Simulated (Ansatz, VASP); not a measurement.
# C: VASP beside Ansatz

The input POSCAR:

```
C
1.0
    1.7801417073     -1.7801417073      0.0000000000
    1.7801417073      0.0000000000     -1.7801417073
   10.5846684444     10.5846684444     10.5846684444
C
12
Direct
    0.6666666667      0.6666666667      0.1822186696
    0.0000000000      0.0000000000      0.0700979032
    0.3333333333      0.3333333333      0.2943394360
    0.6666666667      0.6666666667      0.5185809688
    1.0000000000      1.0000000000      0.4064602024
    0.3333333333      0.3333333333      0.6307017352
    0.6666666667      0.6666666667      0.2663092444
    1.0000000000      1.0000000000      0.1541884780
    0.3333333333      0.3333333333      0.3784300108
    0.6666666667      0.6666666667      0.6026715436
    0.0000000000      0.0000000000      0.4905507772
    0.3333333333      0.3333333333      0.0420677116
```

The input INCAR.step1:

```
SYSTEM = C
ALGO = Normal
EDIFF = 1E-4
ENCUT = 520
GGA = PE
ISMEAR = 0
LASPH = .True.
LCHARG = .False.
LREAL = .False.
LWAVE = .True.
NBANDS = 36
NELM = 100
PREC = Accurate
SIGMA = 0.05
```

Contents of INCAR.step2:

```
SYSTEM = C
ALGO = Normal
EDIFF = 1E-6
ENCUT = 520
ISIF = 2
ISMEAR = 0
ISTART = 1
LASPH = .True.
LCHARG = .False.
LMIXTAU = .True.
LREAL = .False.
LWAVE = .False.
METAGGA = R2SCAN
NBANDS = 36
NELM = 100
PREC = Accurate
SIGMA = 0.05
```

KPOINTS

```
k-points
0
Gamma
  10 10 2
  0 0 0
```

Input for Ansatz:

```yaml
crystal:
  lattice:
    - [1.7801417073, -1.7801417073, 0.0]
    - [1.7801417073, 0.0, -1.7801417073]
    - [10.5846684444, 10.5846684444, 10.5846684444]
  atoms:
    - { symbol: C, position: [0.6666666667, 0.6666666667, 0.1822186696] }
    - { symbol: C, position: [0.0, 0.0, 0.0700979032] }
    - { symbol: C, position: [0.3333333333, 0.3333333333, 0.294339436] }
    - { symbol: C, position: [0.6666666667, 0.6666666667, 0.5185809688] }
    - { symbol: C, position: [1.0, 1.0, 0.4064602024] }
    - { symbol: C, position: [0.3333333333, 0.3333333333, 0.6307017352] }
    - { symbol: C, position: [0.6666666667, 0.6666666667, 0.2663092444] }
    - { symbol: C, position: [1.0, 1.0, 0.154188478] }
    - { symbol: C, position: [0.3333333333, 0.3333333333, 0.3784300108] }
    - { symbol: C, position: [0.6666666667, 0.6666666667, 0.6026715436] }
    - { symbol: C, position: [0.0, 0.0, 0.4905507772] }
    - { symbol: C, position: [0.3333333333, 0.3333333333, 0.0420677116] }
basis:
  ecutwfc: 500
kpoints:
  mp_grid: { grid: [10, 10, 2] }
hamiltonian:
  xc: r2scan
scf:
  occupations: { method: gaussian, width: 0.05 }
output:
  forces: true
  stress: true
  eigenvalues: true
```

Alike in both runs: task single point; functional r2SCAN; k mesh 10 × 10 × 2; occupations gaussian, width 0.05 eV; no spin polarisation.

|  | VASP | Ansatz |
| --- | --- | --- |
| version | VASP 6.6.1 | Ansatz 0.2.0 |
| potentials or method | VASP PAW PBE potentials, release 64 (C), cutoff 520 eV | scalar-relativistic, plane waves, PAW |
| valence electrons in the cell | 48 | 48 |

|  | VASP | Ansatz | Ansatz less VASP |
| --- | --- | --- | --- |
| gap on the k mesh at the Fermi level (eV) | none | none | - |
| rms of the force components (eV/Å) | 1.578 | 1.585 | +0.0068 |

VASP's potentials were made for PBE, not for r2SCAN. Atom by atom the forces differ by 0.011 eV/Å (rms over components). A gap of «none» marks a metal or a gap that the smearing closes.
